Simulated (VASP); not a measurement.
The system is Zr.

```
Zr
1.0
     3.23363    0.00000    0.00000
    -1.61681    2.80040    0.00000
     0.00000    0.00000    5.16749
Zr
2
Direct
  0.33333 0.66667 0.25000
  0.66667 0.33333 0.75000
```

```yaml
Program: VASP 6.6.1
Task: relaxation of cell and atoms
Functional: PBE
Dispersion: D3(BJ)
Potentials_or_basis: VASP PAW PBE potentials, release 64 (Zr_sv)
Cutoff: 600 eV
k_mesh: 18 × 18 × 8
Occupations: gaussian, width 0.1 eV
Spin: no spin polarisation
```

At the start: pressure -3.7 GPa; volume 23.40 Å³/atom.

Problem. How do energy, volume and symmetry change on relaxing?

Solution. Over 8 steps the energy falls by 11.3 meV/atom and the volume is 22.46 Å³/atom (-4.0 %); space group P6_3/mmc (No. 194, to 0.1 Å) before and after.

The path:
```csv
step,energy change (eV),largest force (eV/Å),pressure (GPa),volume (Å³)
1,0.0000,0.0000,-3.75,46.79
2,-0.0002,0.0000,4.17,43.18
3,-0.0224,0.0000,-0.02,44.95
4,-0.0224,0.0000,0.06,44.91
5,-0.0225,0.0000,0.06,44.90
6,-0.0225,0.0000,0.06,44.90
7,-0.0225,0.0000,-0.06,44.95
8,-0.0225,0.0000,0.00,44.93
```

Final structure:
```
CELL_PARAMETERS angstrom
3.18608 0.00000 0.00000
-1.59304 2.75923 0.00000
0.00000 0.00000 5.11033
ATOMIC_POSITIONS crystal
Zr 0.33333 0.66667 0.25000
Zr 0.66667 0.33333 0.75000
```
